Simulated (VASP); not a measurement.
A run of VASP 6.6.1 is set up as follows.

Contents of INCAR:

```
SYSTEM = BaTiO3
ALGO     = Normal         ! electronic algorithm
EDIFF    = 1E-6           ! SCF threshold, eV
ENCUT    = 1340           ! plane-wave cutoff, eV
GGA      = PE             ! functional
GGA_COMPAT= .False.      
ISIF     = 2              ! what is computed and relaxed
ISMEAR   = 0              ! smearing method
LASPH    = .True.         ! aspherical terms in the spheres
LCHARG   = .False.        ! write CHGCAR
LREAL    = .False.        ! projectors in reciprocal space
LWAVE    = .False.        ! write WAVECAR
NBANDS   = 28             ! bands
NELM     = 120            ! most SCF steps
PREC     = Accurate       ! precision mode
SIGMA    = 0.01           ! smearing width, eV
```

KPOINTS

```
k-points
0
Gamma
  4 4 4
  0 0 0
```

POSCAR

```
BaTiO3
1.0
    3.9378244285      0.0000000000      0.0000000000
    0.0000000000      3.9378244285      0.0000000000
    0.0000000000      0.0000000000      3.9909709237
Ba Ti O
1 1 3
Direct
    0.0000000000      0.0000000000      0.0010104509
    0.5000000000      0.5000000000      0.4869027559
    0.5000000000      0.5000000000      0.0220418295
    0.5000000000      0.0000000000      0.5165224818
    0.0000000000      0.5000000000      0.5165224818
```

Potentials or basis: VASP PAW PBE potentials, release 64 (Ba_sv, Ti_sv, O_h).

Run with:

```sh
$ cat potpaw_PBE.64/Ba_sv/POTCAR potpaw_PBE.64/Ti_sv/POTCAR potpaw_PBE.64/O_h/POTCAR > POTCAR
$ mpirun -np 1 vasp_std > vasp.out
```

**Question.** Estimate the pressure.

**Answer.** 11.8 GPa.

**Question.** Predict the largest force.

**Answer.** 0.033 eV/Å.

**Question.** Estimate the band gap on the k mesh.

**Answer.** 1.85 eV (least direct gap 2.16 eV).

Forces in eV/Å, atoms in the order of the input:
```
Ba   0.000  0.000  0.033
Ti   0.000  0.000  0.020
O    0.000  0.000 -0.024
O    0.000  0.000 -0.015
O    0.000  0.000 -0.015
```

Caveat: the cell stands under pressure; spin-orbit coupling is left out, which moves the levels of the heavy elements. A k mesh can miss the band edges.
